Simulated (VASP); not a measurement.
# MgS (Fm-3m) in VASP: further runs, part 2 of 2

VASP 6.6.1. The steps go on from the part before.

## (4) Single point, PBE

This run uses another cell than the first one, of 17.88 Å³/atom, 1.064 times its volume.

INCAR reads:

```
SYSTEM = MgS
  ALGO = Normal
  EDIFF = 1E-7
  ENCUT = 520
  GGA = PE
  ISIF = 2
  ISMEAR = 0
  LASPH = .TRUE.
  LCHARG = .TRUE.
  LELF = .TRUE.
  LREAL = .FALSE.
  LVHAR = .TRUE.
  LWAVE = .FALSE.
  NBANDS = 11
  NELM = 80
  PREC = Accurate
  SIGMA = 0.01
```

KPOINTS reads:

```
k-points
0
G
  8 8 8
  0 0 0
```

POSCAR reads:

```
MgS
1.0
    0.0000000000      2.6148134572      2.6148134572
    2.6148134572      0.0000000000      2.6148134572
    2.6148134572      2.6148134572      0.0000000000
Mg S
1 1
Direct
    0.0000000000      0.0000000000      0.0000000000
    0.5000000000      0.5000000000      0.5000000000
```

Potentials or basis: VASP PAW PBE potentials, release 64 (Mg, S).

The run is started by

```bash
> cat potpaw_PBE.64/Mg/POTCAR potpaw_PBE.64/S/POTCAR > POTCAR
> mpirun -np 1 vasp_std > vasp.out
```

OUTCAR:

```text
SYSTEM = MgS
   EDIFF = 1E-7
   ENCUT = 520
   GGA = PE
   ISIF = 2
   ISMEAR = 0
   LASPH = .TRUE.
   LREAL = .FALSE.
   NELM = 80
   PREC = Accurate

 ion  position               nearest neighbor table
   1  0.000  0.000  0.000-   2 2.61   2 2.61   2 2.61   2 2.61   2 2.61   2 2.61
   2  0.500  0.500  0.500-   1 2.61   1 2.61   1 2.61   1 2.61   1 2.61   1 2.61

  LATTYP: Found a face centered cubic cell.
 ALAT       =     5.2296269144

  Lattice vectors:

 A1 = (   0.0000000000,   2.6148134572,   2.6148134572)
 A2 = (   2.6148134572,   0.0000000000,   2.6148134572)
 A3 = (   2.6148134572,   2.6148134572,   0.0000000000)

Analysis of symmetry for initial positions (statically):
=====================================================================
 Subroutine PRICEL returns:
 Original cell was already a primitive cell.

 Routine SETGRP: Setting up the symmetry group for a
 face centered cubic supercell.

 Subroutine GETGRP returns: Found 48 space group operations
 (whereof 48 operations were pure point group operations)
 out of a pool of 48 trial point group operations.

The static configuration has the point symmetry O_h .

Analysis of symmetry for dynamics (positions and initial velocities):
=====================================================================
 Subroutine PRICEL returns:
 Original cell was already a primitive cell.

 Routine SETGRP: Setting up the symmetry group for a
 face centered cubic supercell.

 Subroutine GETGRP returns: Found 48 space group operations
 (whereof 48 operations were pure point group operations)
 out of a pool of 48 trial point group operations.

The dynamic configuration has the point symmetry O_h .

 Subroutine INISYM returns: Found 48 space group operations
 (whereof 48 operations are pure point group operations),
 and found     1 'primitive' translations

----------------------------------------------------------------------------------------

                                     Primitive cell

  volume of cell :      35.7563

  direct lattice vectors                    reciprocal lattice vectors
     0.000000000  2.614813457  2.614813457    -0.191218230  0.191218230  0.191218230
     2.614813457  0.000000000  2.614813457     0.191218230 -0.191218230  0.191218230
     2.614813457  2.614813457  0.000000000     0.191218230  0.191218230 -0.191218230

  length of vectors
     3.697904654  3.697904654  3.697904654     0.331199689  0.331199689  0.331199689

  position of ions in fractional coordinates (direct lattice)
     0.000000000  0.000000000  0.000000000
     0.500000000  0.500000000  0.500000000

  ion indices of the primitive-cell ions
   primitive index   ion index
                 1           1
                 2           2

----------------------------------------------------------------------------------------

 KPOINTS: k-points

Automatic generation of k-mesh.
 Grid dimensions read from file:
 generate k-points for:    8    8    8

 Generating k-lattice:

  Cartesian coordinates                     Fractional coordinates (reciprocal lattice)
    -0.023902279  0.023902279  0.023902279     0.125000000  0.000000000  0.000000000
     0.023902279 -0.023902279  0.023902279     0.000000000  0.125000000  0.000000000
     0.023902279  0.023902279 -0.023902279     0.000000000  0.000000000  0.125000000

  Length of vectors
     0.041399961  0.041399961  0.041399961

  Shift w.r.t. Gamma in fractional coordinates (k-lattice)
     0.000000000  0.000000000  0.000000000

 Subroutine IBZKPT returns following result:
 ===========================================

 Found     29 irreducible k-points:

 Following reciprocal coordinates:
            Coordinates               Weight
  0.000000  0.000000  0.000000      1.000000
  0.125000  0.000000  0.000000      8.000000
  0.250000  0.000000  0.000000      8.000000
  0.375000  0.000000  0.000000      8.000000
  0.500000  0.000000  0.000000      4.000000
  0.125000  0.125000  0.000000      6.000000
[... 16 lines left out ...]
  0.500000  0.250000  0.125000     48.000000
 -0.375000  0.250000  0.125000     24.000000
 [... further k-points ...]
   k-points           NKPTS =     29   k-points in BZ     NKDIM =     29   number of bands    NBANDS=     11
   number of dos      NEDOS =    301   number of ions     NIONS =      2
   total plane-waves  NPLWV =  21952
   dimension x,y,z NGX =    28 NGY =   28 NGZ =   28
   dimension x,y,z NGXF=    56 NGYF=   56 NGZF=   56
   ions per type =               1   1
   NGX,Y,Z   is equivalent  to a cutoff of  12.59, 12.59, 12.59 a.u.
   NGXF,Y,Z  is equivalent  to a cutoff of  25.18, 25.18, 25.18 a.u.
 SYSTEM =  MgS
   PREC   = accura    normal or accurate (medium, high low for compatibility)
   ISTART =      0    job   : 0-new  1-cont  2-samecut
   ICHARG =      2    charge: 1-file 2-atom 10-const
   ISPIN  =      1    spin polarized calculation?
   LNONCOLLINEAR =      F non collinear calculations
   LSORBIT =      F    spin-orbit coupling
   LASPH  =      T    aspherical Exc in radial PAW
   ENCUT  =  520.0 eV  38.22 Ry    6.18 a.u.   6.88  6.88  6.88*2*pi/ulx,y,z
   NELM   =     80;   NELMIN=  2; NELMDL= -5     # of ELM steps
   EDIFF  = 0.1E-06   stopping-criterion for ELM
   LREAL  =      F    real-space projection
   EDIFFG = 0.1E-05   stopping-criterion for IOM
   NSW    =      0    number of steps for IOM
   IBRION =     -1    ionic relax: 0-MD 1-quasi-New 2-CG
   NFREE  =      0    steps in history (QN), initial steepest desc. (CG)
   ISIF   =      2    stress and relaxation
   ISYM   =      2    0-nonsym 1-usesym 2-fastsym
   POTIM  = 0.5000    time-step for ionic-motion
   TEBEG  =    0.0;   TEEND  =   0.0 temperature during run
   PSTRESS=    0.0 pullay stress
   NELECT =       8.0000    total number of electrons
   NUPDOWN=      -1.0000    fix difference up-down
   EMIN   =  10.00;   EMAX   =-10.00  energy-range for DOS
   EFERMI =   0.00;   METHOD = LEGACY
   ISMEAR =     0;   SIGMA  =   0.01  broadening in eV -4-tet -1-fermi 0-gaus
   EFERMI_NEDOS =   21; number of points for ismear=-14 and -15
   IALGO  =     38    algorithm
   IMIX   =      4    mixing-type and parameters
     AMIX     =   0.40;   BMIX     =  1.00
     AMIX_MAG =   1.60;   BMIX_MAG =  1.00
  volume/ion in A,a.u.               =      17.88       120.65
  Fermi-wavevector in a.u.,A,eV,Ry     =   0.993850  1.878104 13.438985  0.987738
  Thomas-Fermi vector in A             =   2.125760
   LORBIT       =      0    0 simple, 1 ext, 2 COOP (PROOUT), +10 PAW based schemes
   GGA     = PE    functional components
   LHFCALC =     F    Hartree Fock is set to
   AEXX    =    0.0000 exact exchange contribution
   IVDW    =     0    specifies the selected vdW correction
   LEPSILON=     F    determine dielectric tensor
   LRPA    =     F    only Hartree local field effects (RPA)
 non-spin polarized calculation
 Gauss-broadening in eV      SIGMA  =   0.01
  energy-cutoff  :      520.00
  volume of cell :       35.76
 maximum number of plane-waves:       982
   NGX = 13   NGY = 13   NGZ = 13

 number of electron       8.0000000 magnetization

 Free energy of the ion-electron system (eV)
  ---------------------------------------------------
  ext. energy  EPLUGINS =         0.00000000
  ---------------------------------------------------
  free energy    TOTEN  =        -8.50292457 eV

  energy without entropy =       -8.50292457  energy(sigma->0) =       -8.50292457

 E-fermi :   3.6661     XC(G=0):  -9.6259

 val. band max:        3.5912925976   @ k =   0.0000   0.0000   0.0000
 cond. band min:       6.3336807086   @ k =   0.5000   0.5000   0.0000
 fundamental gap:      2.7423881110
 Fermi energy:         3.6660913600

 k-point     1 :       0.0000    0.0000    0.0000
  band No.  band energies     occupation
      1      -8.9903      2.00000
      2       3.5913      2.00000
      3       3.5913      2.00000
      4       3.5913      2.00000
      5       7.1830      0.00000
      6      11.5549      0.00000
      7      11.5549      0.00000
      8      11.5549      0.00000
      9      13.9238      0.00000
     10      13.9238      0.00000
     11      16.0935      0.00000
[... 309 lines left out ...]
 k-point    24 :      -0.3750    0.2500    0.1250
  band No.  band energies     occupation
      1      -7.5337      2.00000
      2      -0.6376      2.00000
      3       1.5018      2.00000
      4       2.4699      2.00000
      5       9.1241      0.00000
      6       9.6688      0.00000
      7      11.9603      0.00000
      8      12.9368      0.00000
      9      15.7906      0.00000
     10      16.7606      0.00000
     11      19.0587      0.00000

 [... further k-points ...]
[... 5 lines left out ...]
  --------------------------------------------------------------------------------------
  -------------------------------------------------------------------------------------
  Total       -0.0639197     -0.0639197     -0.0639197      0.0000000      0.0000000     -0.0000000
  in kB       -2.8641341     -2.8641341     -2.8641341      0.0000000      0.0000000     -0.0000000
  external PRESSURE =      -2.8641341 kB  Pullay stress =       0.0000000 kB

 VOLUME and BASIS-vectors are now :
 -----------------------------------------------------------------------------
  energy-cutoff  :      520.00
  volume of cell :       35.76
      direct lattice vectors                 reciprocal lattice vectors
     0.000000000  2.614813457  2.614813457    -0.191218230  0.191218230  0.191218230
     2.614813457  0.000000000  2.614813457     0.191218230 -0.191218230  0.191218230
     2.614813457  2.614813457  0.000000000     0.191218230  0.191218230 -0.191218230

 POSITION                                       TOTAL-FORCE (eV/Angst)
 -----------------------------------------------------------------------------------
      0.00000      0.00000      0.00000         0.000000     -0.000000      0.000000
      2.61481      2.61481      2.61481        -0.000000      0.000000     -0.000000
 -----------------------------------------------------------------------------------
    total drift:                                0.000000      0.000000      0.000000

  FREE ENERGIE OF THE ION-ELECTRON SYSTEM (eV)
  ---------------------------------------------------
  free  energy   TOTEN  =        -8.5029245720 eV

  energy  without entropy=       -8.5029245720  energy(sigma->0) =       -8.50292457
```

stdout:

```text
POSCAR found type information on POSCAR MgS
 POSCAR found :  2 types and       2 ions
 scaLAPACK will be used
 LDA part: xc-table for (Slater+PW92), standard interpolation
 POSCAR, INCAR and KPOINTS ok, starting setup
 FFT: planning ... GRIDC
 FFT: planning ... GRID_SOFT
 FFT: planning ... GRID
 WAVECAR not read
 entering main loop
```

Wall time 28 s (1 thread of AMD EPYC 7R13, shared host); peak memory 0.13 GiB.

What came out:

```
Free energy            : -8.5029 eV
Pressure               : -0.3 GPa
Band gap on the k mesh : 2.74 eV, indirect (least direct gap 3.59 eV)
```

## (5) Overview

| cell | gap on the mesh (eV) | pressure (GPa) |
| --- | --- | --- |
| a = 3.622 Å, angles 60.0°, 2 atoms | 2.88 | 4.9 |
| a = 3.679 Å, angles 60.0°, 2 atoms | 2.78 | 0.9 |
| a = 3.698 Å, angles 60.0°, 2 atoms | 2.74 | -0.3 |

Alike in all rows: task single point; level PBE; potentials or basis VASP PAW PBE potentials, release 64 (Mg, S); no spin polarisation; k mesh 8 × 8 × 8; cutoff (eV) 520; smearing gaussian 0.01 eV.

Absolute energies hang on the potentials; compare differences alone.
